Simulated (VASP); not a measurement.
# K3I2Br (P-3m1) in VASP: notebook, part 2 of 2

VASP 6.6.1.

### Step 4. Relaxation of the atoms, LDA

This run uses another cell than the first one, of 33.44 Å³/atom.

INCAR reads:

```
  PREC = Accurate
  ENCUT = 520
  EDIFF = 1E-6
  ISMEAR = 0
  SIGMA = 0.05
  LREAL = F
  LASPH = T
  NELM = 80
  ALGO = Normal
  ISIF = 2
  LWAVE = F
  LCHARG = F
  GGA = CA
  IBRION = 2
  NSW = 50
  EDIFFG = -0.01
```

KPOINTS reads:

```
regular mesh
0
Gamma
  6 6 2
```

POSCAR reads:

```
K3I2Br
1.0
    4.4755000000      0.0000000000      0.0000000000
   -2.2377500000      3.8758966946      0.0000000000
    0.0000000000      0.0000000000     11.5680398841
K I Br
3 2 1
Direct
    0.0000000000      0.0000000000      0.5000000000
    0.3333333333      0.6666666667      0.1500969033
    0.6666666667      0.3333333333      0.8499030967
    0.3333333333      0.6666666667      0.6750221222
    0.6666666667      0.3333333333      0.3249778778
    0.0000000000      0.0000000000      0.0000000000
```

Potentials or basis: VASP PAW LDA potentials, release 64 (K_sv, I, Br).

Started as:

```bash
$ cat potpaw_LDA.64/K_sv/POTCAR potpaw_LDA.64/I/POTCAR potpaw_LDA.64/Br/POTCAR > POTCAR
$ mpirun -np 1 vasp_std > vasp.out
```

OUTCAR:

```text
PREC = Accurate
   ENCUT = 520
   EDIFF = 1E-6
   ISMEAR = 0
   LREAL = F
   LASPH = T
   NELM = 80
   ISIF = 2
   GGA = CA
   IBRION = 2
   NSW = 50
   EDIFFG = -0.01

 ion  position               nearest neighbor table
   1  0.000  0.000  0.500-   4 3.28   5 3.28   4 3.28   5 3.28   5 3.28   4 3.28
   2  0.333  0.667  0.150-   6 3.11   6 3.11   6 3.11   5 3.28   5 3.28   5 3.28
   3  0.667  0.333  0.850-   6 3.11   6 3.11   6 3.11   4 3.28   4 3.28   4 3.28
   4  0.333  0.667  0.675-   3 3.28   3 3.28   3 3.28   1 3.28   1 3.28   1 3.28
[... 632 lines left out ...]
  -------------------------------------------------------------------------------------
  Total        3.1277901      3.1277901      2.6671437      0.0000000      0.0000000      0.0000000
  in kB       24.9732261     24.9732261     21.2952852      0.0000000      0.0000000      0.0000000
  external PRESSURE =      23.7472458 kB  Pullay stress =       0.0000000 kB

 VOLUME and BASIS-vectors are now :
 -----------------------------------------------------------------------------
  energy-cutoff  :      520.00
  volume of cell :      200.67
      direct lattice vectors                 reciprocal lattice vectors
     4.475500000  0.000000000  0.000000000     0.223438722  0.129002406  0.000000000
    -2.237750000  3.875896695  0.000000000     0.000000000  0.258004813  0.000000000
     0.000000000  0.000000000 11.568039884     0.000000000  0.000000000  0.086445068

 POSITION                                       TOTAL-FORCE (eV/Angst)
 -----------------------------------------------------------------------------------
      0.00000      0.00000      5.78402         0.000000      0.000000      0.000000
     -0.00000      2.58393      1.73633        -0.000000      0.000000     -0.002969
      2.23775      1.29197      9.83171         0.000000     -0.000000      0.002969
     -0.00000      2.58393      7.80868        -0.000000     -0.000000     -0.002692
      2.23775      1.29197      3.75936         0.000000      0.000000      0.002692
      0.00000      0.00000      0.00000         0.000000      0.000000      0.000000
 -----------------------------------------------------------------------------------
    total drift:                               -0.000000      0.000000     -0.000000

  FREE ENERGIE OF THE ION-ELECTRON SYSTEM (eV)
  ---------------------------------------------------
  free  energy   TOTEN  =       -18.9767044658 eV

  energy  without entropy=      -18.9767044658  energy(sigma->0) =      -18.97670447

 reached required accuracy - stopping structural energy minimisation
```

OSZICAR:

```text
N       E                     dE             d eps       ncg     rms          rms(c)
DAV:   1     0.357993171060E+03    0.35799E+03   -0.21065E+04   784   0.149E+03
DAV:   2     0.108066267689E+02   -0.34719E+03   -0.33881E+03  1060   0.390E+02
DAV:   3    -0.182479217342E+02   -0.29055E+02   -0.29000E+02  1120   0.905E+01
DAV:   4    -0.192627990601E+02   -0.10149E+01   -0.10135E+01  1260   0.193E+01
DAV:   5    -0.193041355587E+02   -0.41336E-01   -0.41331E-01  1104   0.261E+00    0.885E+00
DAV:   6    -0.190183197077E+02    0.28582E+00   -0.49520E-01   892   0.324E+00    0.598E+00
DAV:   7    -0.189884503422E+02    0.29869E-01   -0.62280E-01   892   0.350E+00    0.874E-01
DAV:   8    -0.189754828544E+02    0.12967E-01   -0.15375E-01   888   0.216E+00    0.308E-01
DAV:   9    -0.189766577141E+02   -0.11749E-02   -0.12368E-02  1248   0.544E-01    0.221E-01
DAV:  10    -0.189767168727E+02   -0.59159E-04   -0.46648E-04   980   0.111E-01    0.859E-02
DAV:  11    -0.189766979327E+02    0.18940E-04   -0.12416E-04  1004   0.609E-02    0.390E-02
DAV:  12    -0.189767049599E+02   -0.70272E-05   -0.28189E-05  1092   0.288E-02    0.134E-02
DAV:  13    -0.189767044658E+02    0.49408E-06   -0.35755E-06   796   0.116E-02
   1 F= -.18976704E+02 E0= -.18976704E+02  d E =-.189767E+02
```

It took 2.3 min on 1 thread of Intel Xeon 8259CL, shared host; peak memory 0.3 GiB.

Results:

| Quantity | Value |
| --- | --- |
| Free energy | -18.9767 eV |
| Pressure after relaxing | 2.4 GPa |
| Band gap on the k mesh | 3.90 eV |

Forces on the atoms (eV/Å):
```
K    0.000  0.000  0.000
K    0.000  0.000 -0.003
K    0.000  0.000  0.003
I    0.000  0.000 -0.003
I    0.000  0.000  0.003
Br   0.000  0.000  0.000
```

Final structure:
```cif
data_structure
_symmetry_space_group_name_H-M 'P 1'
_symmetry_Int_Tables_number 1
_cell_length_a 4.4755
_cell_length_b 4.4755
_cell_length_c 11.5680
_cell_angle_alpha 90.000
_cell_angle_beta 90.000
_cell_angle_gamma 120.000
_cell_volume 200.67
loop_
_atom_site_label
_atom_site_type_symbol
_atom_site_fract_x
_atom_site_fract_y
_atom_site_fract_z
_atom_site_occupancy
K1 K 0.00000 0.00000 0.50000 1
K2 K 0.33333 0.66667 0.15010 1
K3 K 0.66667 0.33333 0.84990 1
I1 I 0.33333 0.66667 0.67502 1
I2 I 0.66667 0.33333 0.32498 1
Br1 Br 0.00000 0.00000 0.00000 1
```

Caveat: the relaxation stopped at its first step, so nothing moved; spin-orbit coupling is left out, which moves the levels of the heavy elements.

### Step 5. Overview

| cell | gap on the mesh (eV) | pressure (GPa) | largest force (eV/Å) |
| --- | --- | --- | --- |
| atoms relaxed from a = 4.947, b = 4.947, c = 11.105 Å, angles 90.0, 90.0, 120.0°, 6 atoms | 3.67 | -0.9 | 0.01 |
| atoms relaxed from a = 4.829, b = 4.829, c = 11.568 Å, angles 90.0, 90.0, 120.0°, 6 atoms | 3.67 | -0.7 | 0.01 |
| atoms relaxed from a = 4.476, b = 4.475, c = 11.568 Å, angles 90.0, 90.0, 120.0°, 6 atoms | 3.90 | 2.4 | - |

Alike in all rows: task relaxation of the atoms; level LDA; potentials or basis VASP PAW LDA potentials, release 64 (K_sv, I, Br); no spin polarisation; k mesh 6 × 6 × 2; cutoff (eV) 520; smearing gaussian 0.05 eV.

Caveats: the relaxation stopped at its first step, so nothing moved; spin-orbit coupling is left out, which moves the levels of the heavy elements.

Absolute energies hang on the potentials; compare differences alone.
